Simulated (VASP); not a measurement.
## Zr3TiC4: relaxation of cell and atoms with PBE

The system is Zr3TiC4.

```xyz
8
Lattice="3.4512 0.0000 0.0000 0.0000 4.8807 0.0000 0.0000 0.0000 6.9023" Properties=species:S:1:pos:R:3 pbc="T T T"
Zr    0.0000    0.0000    5.1768
Zr    0.0000    0.0000    1.7256
Zr    1.7256    2.4403    0.0000
Ti    1.7256    2.4403    3.4512
C     0.0000    2.4403    1.7256
C     0.0000    2.4403    5.1768
C     1.7256    0.0000    0.0000
C     1.7256    0.0000    3.4512
```

- Program: VASP 6.6.1
- Task: relaxation of cell and atoms
- Functional: PBE
- Potentials or basis: VASP PAW PBE potentials, release 64 (Zr_sv, Ti_sv, C)
- Cutoff: 600 eV
- k mesh: 6 × 4 × 4
- Occupations: gaussian, width 0.1 eV
- Spin: no spin polarisation
- Dipole correction: no
- Further INCAR settings: ALGO = Normal; EDIFF = 1e-07; IBRION = 2; EDIFFG = -0.04; NSW = 90; ISIF = 3

| Item | Value |
| --- | --- |
| Relaxed volume | 12.39 Å³/atom |
| Relaxed cell | a = 3.281 Å, b = 4.624 Å, c = 6.533 Å, α = 90.00°, β = 90.00°, γ = 90.00° |
| Space group after relaxing (to 0.1 Å) | Pmmm (No. 47) |
| Energy gained by relaxing | 203.3 meV/atom |
| Ionic steps | 11 |
| Pressure after relaxing | 0.0 GPa |
| Largest force after relaxing | 0.016 eV/Å |
| Band gap on the k mesh | zero (bands 32 and 33 overlap by 1.30 eV) |

Forces in eV/Å, atoms in the order of the input:
```
Zr   0.000  0.000 -0.016
Zr   0.000  0.000  0.016
Zr   0.000  0.000  0.000
Ti   0.000  0.000  0.000
C    0.000  0.000  0.007
C    0.000  0.000 -0.007
C    0.000  0.000  0.000
C    0.000  0.000  0.000
```

Stress tensor (GPa, compression positive):
```
-0.03  0.00  0.00
 0.00  0.11  0.00
 0.00  0.00 -0.04
```

The path:
```tsv
step	energy change (eV)	largest force (eV/Å)	pressure (GPa)	volume (Å³)
1	0.0000	0.5172	-25.48	116.26
2	1.4861	1.4117	65.44	81.54
3	-1.5556	0.8863	-1.41	99.98
4	-1.5596	0.9016	-0.04	99.36
5	-1.5596	0.9095	0.69	99.04
6	-1.6175	0.3531	0.74	98.87
7	-1.6220	0.2445	0.82	98.80
8	-1.6246	0.0551	-1.17	99.65
9	-1.6261	0.0554	-0.44	99.33
10	-1.6266	0.0524	0.24	99.03
11	-1.6267	0.0162	0.01	99.13
```

Final structure:
```cif
data_structure
_symmetry_space_group_name_H-M 'P 1'
_symmetry_Int_Tables_number 1
_cell_length_a 3.2812
_cell_length_b 4.6244
_cell_length_c 6.5330
_cell_angle_alpha 90.000
_cell_angle_beta 90.000
_cell_angle_gamma 90.000
_cell_volume 99.13
loop_
_atom_site_label
_atom_site_type_symbol
_atom_site_fract_x
_atom_site_fract_y
_atom_site_fract_z
_atom_site_occupancy
Zr1 Zr 0.00000 0.00000 0.74588 1
Zr2 Zr 0.00000 0.00000 0.25412 1
Zr3 Zr 0.50000 0.50000 0.00000 1
Ti1 Ti 0.50000 0.50000 0.50000 1
C1 C 0.00000 0.50000 0.26109 1
C2 C 0.00000 0.50000 0.73891 1
C3 C 0.50000 0.00000 0.00000 1
C4 C 0.50000 0.00000 0.50000 1
```

Levels at points of the mesh, in eV from the Fermi level:
| k point | band 28 | band 29 | band 30 | band 31 | band 32 | band 33 | band 34 | band 35 | band 36 | band 37 |
| --- | --- | --- | --- | --- | --- | --- | --- | --- | --- | --- |
| (0.00, 0.00, 0.00) | -1.64 | 0.04 | 0.11 | 0.88 | 0.99 | 0.99 | 1.10 | 1.13 | 1.14 | 2.14 |
| (0.50, 0.00, 0.00) | -2.02 | -1.65 | -1.63 | -0.08 | 0.11 | 0.11 | 0.31 | 2.20 | 2.49 | 3.03 |
| (0.00, 0.50, 0.00) | -2.62 | -0.57 | -0.51 | -0.44 | -0.34 | -0.31 | -0.28 | 2.46 | 2.65 | 2.96 |
| (0.50, 0.50, 0.00) | -2.69 | -2.58 | -2.42 | -2.11 | -2.10 | 2.35 | 2.56 | 2.63 | 3.49 | 3.56 |
| (0.00, 0.00, 0.50) | -1.53 | -1.42 | -1.29 | -0.93 | -0.93 | 1.12 | 1.26 | 1.73 | 1.79 | 2.23 |
| (0.50, 0.00, 0.50) | -1.80 | -1.70 | -1.48 | -1.28 | -1.28 | 0.90 | 1.15 | 1.24 | 1.39 | 2.57 |
| (0.00, 0.50, 0.50) | -2.12 | -1.96 | -1.93 | -1.91 | -1.87 | 1.38 | 1.94 | 2.08 | 2.12 | 2.39 |
| (0.50, 0.50, 0.50) | -2.40 | -2.38 | -2.24 | -2.23 | -2.04 | 2.17 | 2.51 | 2.61 | 3.11 | 3.64 |

Run time: 18 min on 1 thread of AMD EPYC 9R45 96-Core Processor (Zen 5), with other jobs on the host, peak memory 0.34 GiB.
